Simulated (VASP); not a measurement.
# GaN (Fm-3m) in VASP: elastic constants with LDA

Aim: the elastic constants of GaN with LDA.

All numbers are computed with VASP 6.6.1; they aren't measurements. Logs are shortened: lines on timing, memory, paths and dates and some standing lists are left out, and cuts for length are marked.

## 1. The cell of the first run

Symmetry: Fm-3m, No. 225, cubic system. The conventional cell has a = 4.270 Å, b = 4.270 Å, c = 4.270 Å, α = 90.00°, β = 90.00°, γ = 90.00°. Within 2.8 Å of Ga (site symmetry m-3m) lie 6 N at 2.14 Å. N (site symmetry m-3m) has 6 Ga at 2.14 Å within 2.8 Å.

## 2. Elastic constants, LDA

Contents of INCAR:

```
SYSTEM = GaN
PREC = Accurate
ENCUT = 600
EDIFF = 1E-8
ISMEAR = -1
SIGMA = 0.01
LREAL = .FALSE.
LASPH = .TRUE.
NELM = 80
ALGO = Normal
ISIF = 3
LWAVE = .FALSE.
LCHARG = .FALSE.
GGA = CA
IBRION = 6
NFREE = 2
POTIM = 0.015
NSW = 1
```

Contents of KPOINTS:

```
regular mesh
0
G
  9 9 9
  0 0 0
```

Contents of POSCAR:

```
GaN
1.0
    0.0000000000      2.1352350000      2.1352350000
    2.1352350000      0.0000000000      2.1352350000
    2.1352350000      2.1352350000      0.0000000000
Ga N
1 1
Direct
    0.0000000000      0.0000000000      0.0000000000
    0.5000000000      0.5000000000      0.5000000000
```

Potentials or basis: VASP PAW LDA potentials, release 64 (Ga_d, N).

Launch:

```
> cat potpaw_LDA.64/Ga_d/POTCAR potpaw_LDA.64/N/POTCAR > POTCAR
> mpirun -np 1 vasp_std > vasp.out
```

OUTCAR:

```text
SYSTEM = GaN
   PREC = Accurate
   ENCUT = 600
   EDIFF = 1E-8
   ISMEAR = -1
   LREAL = .FALSE.
   LASPH = .TRUE.
   NELM = 80
   ISIF = 3
   GGA = CA
   IBRION = 6
   NFREE = 2
   POTIM = 0.015
   NSW = 1

 ion  position               nearest neighbor table
   1  0.000  0.000  0.000-   2 2.14   2 2.14   2 2.14   2 2.14   2 2.14   2 2.14
   2  0.500  0.500  0.500-   1 2.14   1 2.14   1 2.14   1 2.14   1 2.14   1 2.14

  LATTYP: Found a face centered cubic cell.
 ALAT       =     4.2704700000

  Lattice vectors:

 A1 = (   0.0000000000,   2.1352350000,   2.1352350000)
 A2 = (   2.1352350000,   0.0000000000,   2.1352350000)
 A3 = (   2.1352350000,   2.1352350000,   0.0000000000)

Analysis of symmetry for initial positions (statically):
=====================================================================
 Subroutine PRICEL returns:
 Original cell was already a primitive cell.

 Routine SETGRP: Setting up the symmetry group for a
 face centered cubic supercell.

 Subroutine GETGRP returns: Found 48 space group operations
 (whereof 48 operations were pure point group operations)
 out of a pool of 48 trial point group operations.

The static configuration has the point symmetry O_h .

Analysis of symmetry for dynamics (positions and initial velocities):
=====================================================================
 Subroutine PRICEL returns:
 Original cell was already a primitive cell.

 Routine SETGRP: Setting up the symmetry group for a
 face centered cubic supercell.

 Subroutine GETGRP returns: Found 48 space group operations
 (whereof 48 operations were pure point group operations)
 out of a pool of 48 trial point group operations.

The dynamic configuration has the point symmetry O_h .

 Subroutine INISYM returns: Found 48 space group operations
 (whereof 48 operations are pure point group operations),
 and found     1 'primitive' translations

----------------------------------------------------------------------------------------

                                     Primitive cell

  volume of cell :      19.4700

  direct lattice vectors                    reciprocal lattice vectors
     0.000000000  2.135235000  2.135235000    -0.234166263  0.234166263  0.234166263
     2.135235000  0.000000000  2.135235000     0.234166263 -0.234166263  0.234166263
     2.135235000  2.135235000  0.000000000     0.234166263  0.234166263 -0.234166263

  length of vectors
     3.019678296  3.019678296  3.019678296     0.405587864  0.405587864  0.405587864

  position of ions in fractional coordinates (direct lattice)
     0.000000000  0.000000000  0.000000000
     0.500000000  0.500000000  0.500000000

  ion indices of the primitive-cell ions
   primitive index   ion index
                 1           1
                 2           2

----------------------------------------------------------------------------------------

 KPOINTS: regular mesh

Automatic generation of k-mesh.
 Grid dimensions read from file:
 generate k-points for:    9    9    9

 Generating k-lattice:

  Cartesian coordinates                     Fractional coordinates (reciprocal lattice)
    -0.026018474  0.026018474  0.026018474     0.111111111  0.000000000  0.000000000
     0.026018474 -0.026018474  0.026018474     0.000000000  0.111111111  0.000000000
[... 109 lines left out ...]

  FORCE on cell =-STRESS in cart. coord.  units (eV):
  Direction    XX          YY          ZZ          XY          YZ          ZX
  --------------------------------------------------------------------------------------
  -------------------------------------------------------------------------------------
  Total       -1.5454378     -1.5454378     -1.5454378     -0.0000000     -0.0000000      0.0000000
  in kB     -127.1730445   -127.1730445   -127.1730445     -0.0000000     -0.0000000      0.0000000
  external PRESSURE =    -127.1730445 kB  Pullay stress =       0.0000000 kB
[... 89 lines left out ...]
  FREE ENERGIE OF THE ION-ELECTRON SYSTEM (eV)
  ---------------------------------------------------
  free  energy   TOTEN  =       -13.0573283256 eV

  energy  without entropy=      -13.0573283256  energy(sigma->0) =      -13.05732833

[... ionic steps 4 to 14 ...]

--------------------------------------- Ionic step       15  -------------------------------------------

 number of electron      18.0000003 magnetization

------------------------ aborting loop because EDIFF is reached ----------------------------------------
[... 67 lines left out ...]
--------------------------------------- Ionic step       17  -------------------------------------------

 number of electron      18.0000006 magnetization

 Free energy of the ion-electron system (eV)
  ---------------------------------------------------
  ext. energy  EPLUGINS =         0.00000000
  ---------------------------------------------------
  free energy    TOTEN  =       -13.03804234 eV

  energy without entropy =      -13.03804234  energy(sigma->0) =      -13.03804234

 E-fermi :   7.4773     XC(G=0): -13.3025

 val. band max:        7.2700227772   @ k =   0.0000  -0.2222   0.1111
 cond. band min:       7.7390949407   @ k =   0.4444   0.4444   0.0000
 fundamental gap:      0.4690721635
 Fermi energy:         7.4772684151

 k-point     1 :       0.0000    0.0000    0.0000
  band No.  band energies     occupation
      1      -9.6004      2.00000
      2      -6.8154      2.00000
      3      -6.8154      2.00000
      4      -6.8154      2.00000
      5      -6.7259      2.00000
      6      -6.7256      2.00000
      7       6.7977      2.00000
      8       6.7985      2.00000
      9       6.7985      2.00000
     10       9.2446      0.00000
     11      21.7531      0.00000
     12      21.7531      0.00000
     13      21.7659      0.00000
[... 354 lines left out ...]
  band No.  band energies     occupation
      1      -8.2833      2.00000
      2      -6.9778      2.00000
      3      -6.6260      2.00000
      4      -6.5635      2.00000
      5      -6.5634      2.00000
      6      -4.0082      2.00000
      7       0.7257      2.00000
      8       4.3996      2.00000
      9       4.4004      2.00000
     10       7.7391      0.00000
     11      15.1055      0.00000
     12      18.5552      0.00000
     13      21.0784      0.00000

 [... further k-points ...]
[... 5 lines left out ...]
  --------------------------------------------------------------------------------------
  -------------------------------------------------------------------------------------
  Total       -1.5346605     -1.5459431     -1.5459431     -0.0000000      0.0000000      0.0000000
  in kB     -126.2861930   -127.2146307   -127.2146307     -0.0000000      0.0000000      0.0000000
  external PRESSURE =    -126.9051514 kB  Pullay stress =       0.0000000 kB
[... 17 lines left out ...]
  FREE ENERGIE OF THE ION-ELECTRON SYSTEM (eV)
  ---------------------------------------------------
  free  energy   TOTEN  =       -13.0380423449 eV

  energy  without entropy=      -13.0380423449  energy(sigma->0) =      -13.03804234

 INTERNAL STRAIN TENSORS FROM STRAINED CELLS
 ============================================

 INTERNAL STRAIN TENSOR FOR ION    1 for displacements in x,y,z  (eV/Angst):
          X           Y           Z          XY          YZ          ZX
  --------------------------------------------------------------------------------
  x     0.00000     0.00000     0.00000     0.00000     0.00000     0.00000
  y     0.00000    -0.00000    -0.00000     0.00000     0.00000     0.00000
  z    -0.00000    -0.00000    -0.00000    -0.00000    -0.00000     0.00000

 INTERNAL STRAIN TENSORS FROM DISPLACED ATOMS
 ============================================

 INTERNAL STRAIN TENSOR FOR ION    1 for displacements in x,y,z  (eV/Angst):
          X           Y           Z          XY          YZ          ZX
  --------------------------------------------------------------------------------
  x     0.00000     0.00000     0.00000     0.00000     0.00000     0.00000
  y     0.00000     0.00000     0.00000     0.00000     0.00000     0.00000
  z     0.00000     0.00000     0.00000     0.00000     0.00000     0.00000

 INTERNAL STRAIN TENSOR FOR ION    2 for displacements in x,y,z  (eV/Angst):
          X           Y           Z          XY          YZ          ZX
  --------------------------------------------------------------------------------
  x     0.00000     0.00000     0.00000     0.00000     0.00000     0.00000
  y     0.00000     0.00000     0.00000     0.00000     0.00000     0.00000
  z     0.00000     0.00000     0.00000     0.00000     0.00000     0.00000

 Eigenvectors and eigenvalues of the dynamical matrix
 ----------------------------------------------------

   1 f  =    5.151592 THz    32.368406 2PiTHz  171.838607 cm-1    21.305262 meV
             X         Y         Z           dx          dy          dz
      0.000000  0.000000  0.000000    -0.156858   -0.378726    0.000000
      2.135235  2.135235  2.135235     0.349023    0.842701    0.000000
[... 21 lines left out ...]
   6 f/i=    0.005585 THz     0.035092 2PiTHz    0.186300 cm-1     0.023098 meV
             X         Y         Z           dx          dy          dz
      0.000000  0.000000  0.000000     0.003669   -0.034704   -0.911452
      2.135235  2.135235  2.135235     0.001649   -0.015597   -0.409624

--------------------------------------------------------------------------------------------------------

 ELASTIC MODULI CONTR FROM IONIC RELAXATION (kBar)
 Direction    XX          YY          ZZ          XY          YZ          ZX
 --------------------------------------------------------------------------------
 XX           0.0000      0.0000      0.0000      0.0000      0.0000      0.0000
 YY           0.0000      0.0000      0.0000      0.0000      0.0000      0.0000
 ZZ           0.0000      0.0000      0.0000      0.0000      0.0000      0.0000
 XY           0.0000      0.0000      0.0000      0.0000      0.0000      0.0000
 YZ           0.0000      0.0000      0.0000      0.0000      0.0000      0.0000
 ZX           0.0000      0.0000      0.0000      0.0000      0.0000      0.0000
 --------------------------------------------------------------------------------

 TOTAL ELASTIC MODULI (kBar)
 Direction    XX          YY          ZZ          XY          YZ          ZX
 --------------------------------------------------------------------------------
 XX        2897.8574   1570.2642   1570.2642     -0.0000     -0.0000     -0.0000
 YY        1570.2642   2897.8574   1570.2642     -0.0000      0.0000      0.0000
 ZZ        1570.2642   1570.2642   2897.8574     -0.0000     -0.0000     -0.0000
 XY          -0.0000     -0.0000     -0.0000   2085.5953     -0.0000      0.0000
 YZ          -0.0000      0.0000     -0.0000     -0.0000   2085.5953      0.0000
 ZX          -0.0000      0.0000     -0.0000      0.0000      0.0000   2085.5953
 --------------------------------------------------------------------------------
```

It took 3.1 min on 1 thread of Intel Xeon 6975P-C, shared host; peak memory 0.24 GiB.

Results:

| Quantity | Value |
| --- | --- |
| Elastic constants C11, C12, C44 | 290, 157, 209 GPa |
| Voigt bulk modulus | 201 GPa |
| Highest phonon frequency at Γ, LO-TO splitting left out | 172 cm⁻¹ |

Phonon frequencies in cm⁻¹ (negative: imaginary):
| q point | frequencies |
| --- | --- |
| (0.000, 0.000, 0.000) | 0 0 0 172 172 172 |

Elastic tensor in Voigt notation (GPa, in the Cartesian axes of the cell as first typed):
```
290 157 157   0   0   0
157 290 157   0   0   0
157 157 290   0   0   0
  0   0   0 209   0   0
  0   0   0   0 209   0
  0   0   0   0   0 209
```

Clamped-ion elastic tensor (GPa):
```
290 157 157   0   0   0
157 290 157   0   0   0
157 157 290   0   0   0
  0   0   0 209   0   0
  0   0   0   0 209   0
  0   0   0   0   0 209
```

Caveat: the cell is under stress, which shifts elastic constants.
